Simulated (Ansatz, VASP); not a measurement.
**FeBiOs3: VASP beside Ansatz**

```
CELL_PARAMETERS angstrom
3.07609 5.32794 0.00000
-3.07609 5.32794 0.00000
0.00000 -3.55196 5.08937
ATOMIC_POSITIONS crystal
Bi 0.00000 0.00000 0.00000
Bi 0.50000 0.50000 0.50000
Fe 0.22120 0.22120 0.66360
Fe 0.72120 0.72120 0.16360
Os 0.39730 0.52330 0.86290
Os 0.94230 0.39730 0.86290
Os 0.52330 0.94230 0.86290
Os 0.44230 0.02330 0.36290
Os 0.02330 0.89730 0.36290
Os 0.89730 0.44230 0.36290
```

Alike in both runs: task single point; functional PBE; k mesh 4 × 4 × 4; occupations fermi-dirac, width 0.0618 eV; no spin polarisation.

```csv
,VASP,Ansatz
version,VASP 6.6.1,Ansatz 0.2.0
potentials or method,"VASP PAW PBE potentials, release 64 (Bi_d, Fe_sv, Os_sv_GW), cutoff 600 eV",PAW plane waves
valence electrons in the cell,158,158
```

```csv
,VASP,Ansatz,Ansatz less VASP
gap on the k mesh at the Fermi level (eV),none,none,-
rms of the force components (eV/Å),1.716,1.708,-0.0072
```

Atom by atom the forces differ by 0.024 eV/Å (rms over components). A gap of «none» marks a metal or a gap that the smearing closes. Ansatz's warnings: structure snapped to symmetry.

Spin-orbit coupling is off throughout.
